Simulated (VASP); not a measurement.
The system is Te.

```
CELL_PARAMETERS angstrom
4.45400 0.00000 0.00000
-2.22700 3.85728 0.00000
0.00000 0.00000 5.92400
ATOMIC_POSITIONS crystal
Te 0.26900 0.00000 0.33333
Te 0.00000 0.26900 0.66667
Te 0.73100 0.73100 0.00000
```

```yaml
Program: VASP 6.6.1
Task: relaxation of cell and atoms
Functional: LDA
Potentials_or_basis: VASP PAW LDA potentials, release 64 (Te)
Cutoff: 600 eV
k_mesh: 12 × 12 × 8
Occupations: fermi-dirac, width 0.05 eV
Spin: no spin polarisation
```

At the start: pressure -1.8 GPa; volume 33.93 Å³/atom.

Question: Where does the relaxation end?

Answer: Over 9 steps the energy falls by 21.4 meV/atom and the volume is 31.33 Å³/atom (-7.6 %); space group P3_121 (No. 152, to 0.1 Å) before and after.

Step by step:
```csv
step,energy change (eV),largest force (eV/Å),pressure (GPa),volume (Å³)
1,0.0000,0.0869,-1.85,101.78
2,-0.0200,0.3715,1.05,96.12
3,-0.0245,0.2846,0.12,97.75
4,-0.0381,0.2335,0.13,96.83
5,-0.0608,0.1040,0.39,94.07
6,-0.0620,0.0682,0.54,93.19
7,-0.0586,0.0518,-1.00,95.43
8,-0.0637,0.0229,-0.03,93.99
9,-0.0641,0.0153,-0.03,94.00
```

Final structure:
```cif
data_structure
_symmetry_space_group_name_H-M 'P 1'
_symmetry_Int_Tables_number 1
_cell_length_a 4.2714
_cell_length_b 4.2714
_cell_length_c 5.9490
_cell_angle_alpha 90.000
_cell_angle_beta 90.000
_cell_angle_gamma 120.000
_cell_volume 94.00
loop_
_atom_site_label
_atom_site_type_symbol
_atom_site_fract_x
_atom_site_fract_y
_atom_site_fract_z
_atom_site_occupancy
Te1 Te 0.28664 0.00000 0.33333 1
Te2 Te 0.00000 0.28664 0.66667 1
Te3 Te 0.71336 0.71336 0.00000 1
```
